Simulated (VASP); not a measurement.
# Ge in VASP: single point with PBE+D3(BJ)

Aim: the single point of Ge with PBE+D3(BJ).

Everything below comes from runs of VASP 6.6.1. Logs are shortened: lines on timing, memory, paths and dates and some standing lists are left out, and cuts for length are marked.

### 1 The cell of the first run

The cell holds a slab with vacuum, 16 atoms: a = 8.060 Å, b = 8.060 Å, c = 22.114 Å, α = 90.00°, β = 90.00°, γ = 120.00°.

### 2 Single point, PBE+D3(BJ)

The input, INCAR:

```
ALGO = Normal ; DIPOL = 0.5 0.5 0.457
EDIFF = 1E-6 ; ENCUT = 520
GGA = PE ; IDIPOL = 3
ISIF = 2 ; ISMEAR = 0
IVDW = 12 ; LASPH = T
LCHARG = F ; LDIPOL = T
LREAL = Auto ; LWAVE = F
NBANDS = 126 ; NELM = 80
PREC = Accurate ; SIGMA = 0.1
```

The input, KPOINTS:

```
k-points
0
Gamma
  3 3 1
```

The input, POSCAR:

```
Ge
1.0
    8.0601468099      0.0000000000      0.0000000000
   -4.0300734049      6.9802918956      0.0000000000
    0.0000000000      0.0000000000     22.1135764450
Ge
16
Direct
    0.6666666667      0.3333333333      0.3617687089
    0.6666666667      0.8333333333      0.3617687089
    0.1666666667      0.3333333333      0.3617687089
    0.1666666667      0.8333333333      0.3617687089
    0.5000000000      0.5000000000      0.3989691723
    0.5000000000      0.0000000000      0.3989691723
    0.0000000000      0.5000000000      0.3989691723
    0.0000000000      0.0000000000      0.3989691723
   -0.0017155614      0.4962762140      0.5166409204
   -0.0018360055     -0.0040575117      0.5164039525
    0.4981661325      0.4960346188      0.5163920279
    0.4979154174     -0.0037435905      0.5165856218
    0.8312939367      0.6628845759      0.5518398792
    0.8315588430      0.1626715163      0.5516457367
    0.3318847101      0.6628772011      0.5517960379
    0.3312983170      0.1631027562      0.5519043682
```

Potentials or basis: VASP PAW PBE potentials, release 64 (Ge_d).

Launch:

```bash
$ cat potpaw_PBE.64/Ge_d/POTCAR > POTCAR
$ mpirun -np 1 vasp_std > vasp.out
```

OUTCAR:

```text
EDIFF = 1E-6
   ENCUT = 520
   GGA = PE
   ISIF = 2
   ISMEAR = 0
   IVDW = 12
   LASPH = T
   LREAL = Auto
   NELM = 80
   PREC = Accurate
 IVDW          = 12

 ion  position               nearest neighbor table
   1  0.667  0.333  0.362-   6 2.47   7 2.47   5 2.47
   2  0.667  0.833  0.362-   5 2.47   8 2.47   6 2.47
   3  0.167  0.333  0.362-   8 2.47   5 2.47   7 2.47
   4  0.167  0.833  0.362-   7 2.47   6 2.47   8 2.47
   5  0.500  0.500  0.399-   2 2.47   3 2.47   1 2.47  11 2.60
   6  0.500  0.000  0.399-   1 2.47   4 2.47   2 2.47  12 2.60
   7  0.000  0.500  0.399-   4 2.47   1 2.47   3 2.47   9 2.60
   8  0.000  0.000  0.399-   3 2.47   2 2.47   4 2.47  10 2.60
   9  0.998  0.496  0.517-  14 2.45  15 2.45  13 2.46   7 2.60
  10  0.998  0.996  0.516-  13 2.45  14 2.45  16 2.45   8 2.60
  11  0.498  0.496  0.516-  16 2.45  15 2.45  13 2.45   5 2.60
  12  0.498  0.996  0.517-  15 2.45  14 2.45  16 2.46   6 2.60
  13  0.831  0.663  0.552-  10 2.45  11 2.45   9 2.46
  14  0.832  0.163  0.552-  10 2.45   9 2.45  12 2.45
  15  0.332  0.663  0.552-  11 2.45  12 2.45   9 2.45
  16  0.331  0.163  0.552-  11 2.45  10 2.45  12 2.46

  LATTYP: Found a hexagonal cell.
 ALAT       =     8.0601468099
 C/A-ratio  =     2.7435699332

  Lattice vectors:

 A1 = (   8.0601468099,   0.0000000000,   0.0000000000)
 A2 = (  -4.0300734049,   6.9802918956,   0.0000000000)
 A3 = (   0.0000000000,   0.0000000000,  22.1135764450)

Analysis of symmetry for initial positions (statically):
=====================================================================
 Subroutine PRICEL returns:
 Original cell was already a primitive cell.

 Routine SETGRP: Setting up the symmetry group for a
 hexagonal supercell.

 Subroutine GETGRP returns: Found  1 space group operations
 (whereof  1 operations were pure point group operations)
 out of a pool of 24 trial point group operations.

The static configuration has the point symmetry C_1 .

Analysis of symmetry for dynamics (positions and initial velocities):
=====================================================================
 Subroutine PRICEL returns:
 Original cell was already a primitive cell.

 Routine SETGRP: Setting up the symmetry group for a
 hexagonal supercell.

 Subroutine GETGRP returns: Found  1 space group operations
 (whereof  1 operations were pure point group operations)
 out of a pool of 24 trial point group operations.

The dynamic configuration has the point symmetry C_1 .

 Subroutine INISYM returns: Found  1 space group operations
 (whereof  1 operations are pure point group operations),
 and found     1 'primitive' translations

----------------------------------------------------------------------------------------

                                     Primitive cell

  volume of cell :    1244.1580

  direct lattice vectors                    reciprocal lattice vectors
     8.060146810  0.000000000  0.000000000     0.124067219  0.071630242  0.000000000
    -4.030073405  6.980291896  0.000000000     0.000000000  0.143260485  0.000000000
     0.000000000  0.000000000 22.113576445     0.000000000  0.000000000  0.045221089

  length of vectors
     8.060146810  8.060146810 22.113576445     0.143260485  0.143260485  0.045221089

  position of ions in fractional coordinates (direct lattice)
     0.666666667  0.333333333  0.361768709
     0.666666667  0.833333333  0.361768709
     0.166666667  0.333333333  0.361768709
     0.166666667  0.833333333  0.361768709
     0.500000000  0.500000000  0.398969172
     0.500000000  0.000000000  0.398969172
[... 8 lines left out ...]
     0.331884710  0.662877201  0.551796038
     0.331298317  0.163102756  0.551904368

  ion indices of the primitive-cell ions
   primitive index   ion index
                 1           1
                 2           2
                 3           3
                 4           4
                 5           5
                 6           6
[... 8 lines left out ...]
                15          15
                16          16

----------------------------------------------------------------------------------------

 KPOINTS: k-points

Automatic generation of k-mesh.
 Grid dimensions read from file:
 generate k-points for:    3    3    1

 Generating k-lattice:

  Cartesian coordinates                     Fractional coordinates (reciprocal lattice)
     0.041355740  0.023876747  0.000000000     0.333333333  0.000000000  0.000000000
     0.000000000  0.047753495  0.000000000     0.000000000  0.333333333  0.000000000
     0.000000000  0.000000000  0.045221089     0.000000000  0.000000000  1.000000000

  Length of vectors
     0.047753495  0.047753495  0.045221089

  Shift w.r.t. Gamma in fractional coordinates (k-lattice)
     0.000000000  0.000000000  0.000000000

 Subroutine IBZKPT returns following result:
 ===========================================

 Found      5 irreducible k-points:

 Following reciprocal coordinates:
            Coordinates               Weight
  0.000000  0.000000  0.000000      1.000000
  0.333333  0.000000  0.000000      2.000000
  0.000000  0.333333  0.000000      2.000000
 -0.333333  0.333333  0.000000      2.000000
  0.333333  0.333333  0.000000      2.000000
   k-points           NKPTS =      5   k-points in BZ     NKDIM =      5   number of bands    NBANDS=    126
   number of dos      NEDOS =    301   number of ions     NIONS =     16
   total plane-waves  NPLWV = 604800
   dimension x,y,z NGX =    60 NGY =   60 NGZ =  168
   dimension x,y,z NGXF=   120 NGYF=  120 NGZF=  336
   ions per type =              16
   NGX,Y,Z   is equivalent  to a cutoff of  12.38, 12.38, 12.63 a.u.
   NGXF,Y,Z  is equivalent  to a cutoff of  24.75, 24.75, 25.26 a.u.
 SYSTEM =  unknown system
   PREC   = accura    normal or accurate (medium, high low for compatibility)
   ISTART =      0    job   : 0-new  1-cont  2-samecut
   ICHARG =      2    charge: 1-file 2-atom 10-const
   ISPIN  =      1    spin polarized calculation?
   LNONCOLLINEAR =      F non collinear calculations
   LSORBIT =      F    spin-orbit coupling
   LASPH  =      T    aspherical Exc in radial PAW
   ENCUT  =  520.0 eV  38.22 Ry    6.18 a.u.  14.99 14.99 41.12*2*pi/ulx,y,z
   NELM   =     80;   NELMIN=  2; NELMDL= -5     # of ELM steps
   EDIFF  = 0.1E-05   stopping-criterion for ELM
   LREAL  =      T    real-space projection
   EDIFFG = 0.1E-04   stopping-criterion for IOM
   NSW    =      0    number of steps for IOM
   IBRION =     -1    ionic relax: 0-MD 1-quasi-New 2-CG
   NFREE  =      0    steps in history (QN), initial steepest desc. (CG)
   ISIF   =      2    stress and relaxation
   ISYM   =      2    0-nonsym 1-usesym 2-fastsym
   POTIM  = 0.5000    time-step for ionic-motion
   TEBEG  =    0.0;   TEEND  =   0.0 temperature during run
   PSTRESS=    0.0 pullay stress
   NELECT =     224.0000    total number of electrons
   NUPDOWN=      -1.0000    fix difference up-down
   EMIN   =  10.00;   EMAX   =-10.00  energy-range for DOS
   EFERMI =   0.00;   METHOD = LEGACY
   ISMEAR =     0;   SIGMA  =   0.10  broadening in eV -4-tet -1-fermi 0-gaus
   EFERMI_NEDOS =   21; number of points for ismear=-14 and -15
   IALGO  =     38    algorithm
   IMIX   =      4    mixing-type and parameters
     AMIX     =   0.40;   BMIX     =  1.00
     AMIX_MAG =   1.60;   BMIX_MAG =  1.00
  volume/ion in A,a.u.               =      77.76       524.75
  Fermi-wavevector in a.u.,A,eV,Ry     =   0.924412  1.746886 11.626694  0.854538
  Thomas-Fermi vector in A             =   2.050155
   LORBIT       =      0    0 simple, 1 ext, 2 COOP (PROOUT), +10 PAW based schemes
   GGA     = PE    functional components
   LHFCALC =     F    Hartree Fock is set to
   AEXX    =    0.0000 exact exchange contribution
   IVDW    =    12    specifies the selected vdW correction
   LEPSILON=     F    determine dielectric tensor
   LRPA    =     F    only Hartree local field effects (RPA)
 non-spin polarized calculation
 Gauss-broadening in eV      SIGMA  =   0.10
  energy-cutoff  :      520.00
  volume of cell :     1244.16
 maximum number of plane-waves:     33519
   NGX = 29   NGY = 29   NGZ = 83

 dipolmoment           0.000000      0.000000      0.003377 electrons x Angstroem

 number of electron     224.0000001 magnetization

 dipolmoment           0.000000      0.000000     -0.013911 electrons x Angstroem

 Free energy of the ion-electron system (eV)
  ---------------------------------------------------
  ext. energy  EPLUGINS =         0.00000000
  ---------------------------------------------------
  free energy    TOTEN  =       -66.19325190 eV

  energy without entropy =      -66.17410902  energy(sigma->0) =      -66.18368046

 E-fermi :  -1.9231     XC(G=0):  -3.5908

 val. band max:       -2.0072656776   @ k =   0.3333   0.3333   0.0000
 cond. band min:      -1.8659733568   @ k =   0.0000   0.0000   0.0000
 fundamental gap:      0.1412923208
 Fermi energy:        -1.9230568772

 k-point     1 :       0.0000    0.0000    0.0000
  band No.  band energies     occupation
      1     -26.3795      2.00000
      2     -26.3787      2.00000
      3     -26.3776      2.00000
      4     -26.3531      2.00000
      5     -26.3524      2.00000
      6     -26.3518      2.00000
[... 116 lines left out ...]
    123      -0.0573      0.00000
    124      -0.0566      0.00000

 k-point     2 :       0.3333    0.0000    0.0000
  band No.  band energies     occupation
      1     -26.3791      2.00000
      2     -26.3788      2.00000
      3     -26.3757      2.00000
      4     -26.3649      2.00000
      5     -26.3606      2.00000
      6     -26.3602      2.00000
[... 116 lines left out ...]
    123       1.4358      0.00000
    124       1.4380      0.00000

 k-point     3 :       0.0000    0.3333    0.0000
  band No.  band energies     occupation
      1     -26.3791      2.00000
      2     -26.3789      2.00000
      3     -26.3756      2.00000
      4     -26.3648      2.00000
      5     -26.3604      2.00000
      6     -26.3604      2.00000
[... 116 lines left out ...]
    123       1.4261      0.00000
    124       1.4270      0.00000

 k-point     4 :      -0.3333    0.3333    0.0000
  band No.  band energies     occupation
      1     -26.3797      2.00000
      2     -26.3779      2.00000
      3     -26.3760      2.00000
      4     -26.3649      2.00000
      5     -26.3609      2.00000
      6     -26.3598      2.00000
[... 116 lines left out ...]
    123       1.4358      0.00000
    124       1.4384      0.00000

 k-point     5 :       0.3333    0.3333    0.0000
  band No.  band energies     occupation
      1     -26.3805      2.00000
      2     -26.3745      2.00000
      3     -26.3736      2.00000
      4     -26.3729      2.00000
      5     -26.3669      2.00000
      6     -26.3554      2.00000
[... 116 lines left out ...]
    123       1.6405      0.00000
    124       1.8840      0.00000
 [bands above 124 left out]

------------------------ aborting loop because EDIFF is reached ----------------------------------------

 vacuum level on the upper side and lower side of the slab       (xc-potential included)        -0.113        -0.073

 Edisp (eV)   -3.43512

 E8    (eV) :    -1.6096

  FORCE on cell =-STRESS in cart. coord.  units (eV):
  Direction    XX          YY          ZZ          XY          YZ          ZX
  --------------------------------------------------------------------------------------
  -------------------------------------------------------------------------------------
  Total      -1.43834    -1.42919    -0.53887    -0.00048     0.03104    -0.00045
  in kB      -1.85224    -1.84045    -0.69394    -0.00062     0.03997    -0.00058
  external pressure =       -1.46 kB  Pullay stress =        0.00 kB

 VOLUME and BASIS-vectors are now :
 -----------------------------------------------------------------------------
  energy-cutoff  :      520.00
  volume of cell :     1244.16
      direct lattice vectors                 reciprocal lattice vectors
     8.060146810  0.000000000  0.000000000     0.124067219  0.071630242  0.000000000
    -4.030073405  6.980291896  0.000000000     0.000000000  0.143260485  0.000000000
     0.000000000  0.000000000 22.113576445     0.000000000  0.000000000  0.045221089

 POSITION                                       TOTAL-FORCE (eV/Angst)
 -----------------------------------------------------------------------------------
      4.03007      2.32676      8.00000         0.000672     -0.006214      0.122997
      2.01504      5.81691      8.00000        -0.000214     -0.005748      0.123969
      0.00000      2.32676      8.00000        -0.000572     -0.005607      0.123291
     -2.01504      5.81691      8.00000         0.000562     -0.006373      0.121238
      2.01504      3.49015      8.82264        -0.000087      0.003575     -0.131681
      4.03007      0.00000      8.82264        -0.000331      0.003426     -0.118477
[... 8 lines left out ...]
      0.00360      4.62708     12.20218        -0.013926      0.003571     -0.000464
      2.01300      1.13850     12.20458         0.009585     -0.008849      0.001920
 -----------------------------------------------------------------------------------
    total drift:                               -0.000077      0.007254     -0.002323

  FREE ENERGIE OF THE ION-ELECTRON SYSTEM (eV)
  ---------------------------------------------------
  free  energy   TOTEN  =       -69.6283697287 eV

  energy  without entropy=      -69.6092268497  energy(sigma->0) =      -69.61879829

 vacuum level on the upper side and lower side of the slab         2.564         2.605
```

Run time: 30 min. Hardware: 1 thread of Intel Xeon Platinum 8488C (Sapphire Rapids), shared host; peak memory 1.4 GiB.

What came out:

```yaml
Free_energy: -69.6284 eV
Largest_force: 0.132 eV/Å
Band_gap_on_the_k_mesh: zero (bands 112 and 113 overlap by 0.15 eV)
Dispersion_energy_per_atom: -0.215 eV
```

Forces on the atoms (eV/Å):
```
Ge   0.001 -0.006  0.123
Ge   0.000 -0.006  0.124
Ge  -0.001 -0.006  0.123
Ge   0.001 -0.006  0.121
Ge   0.000  0.004 -0.132
Ge   0.000  0.003 -0.118
Ge   0.000  0.004 -0.115
Ge   0.000  0.004 -0.131
Ge   0.000  0.001 -0.005
Ge  -0.002  0.004  0.005
Ge   0.000  0.004  0.003
Ge   0.002  0.003 -0.002
Ge   0.012 -0.004  0.002
Ge  -0.008  0.006  0.000
Ge  -0.014  0.004  0.000
Ge   0.010 -0.009  0.002
```

Levels at points of the mesh, in eV from the Fermi level:
| k point | band 109 | band 110 | band 111 | band 112 | band 113 | band 114 | band 115 | band 116 |
| --- | --- | --- | --- | --- | --- | --- | --- | --- |
| (0.00, 0.00, 0.00) | -0.54 | -0.53 | 0.06 | 0.07 | 0.68 | 0.68 | 0.68 | 0.69 |
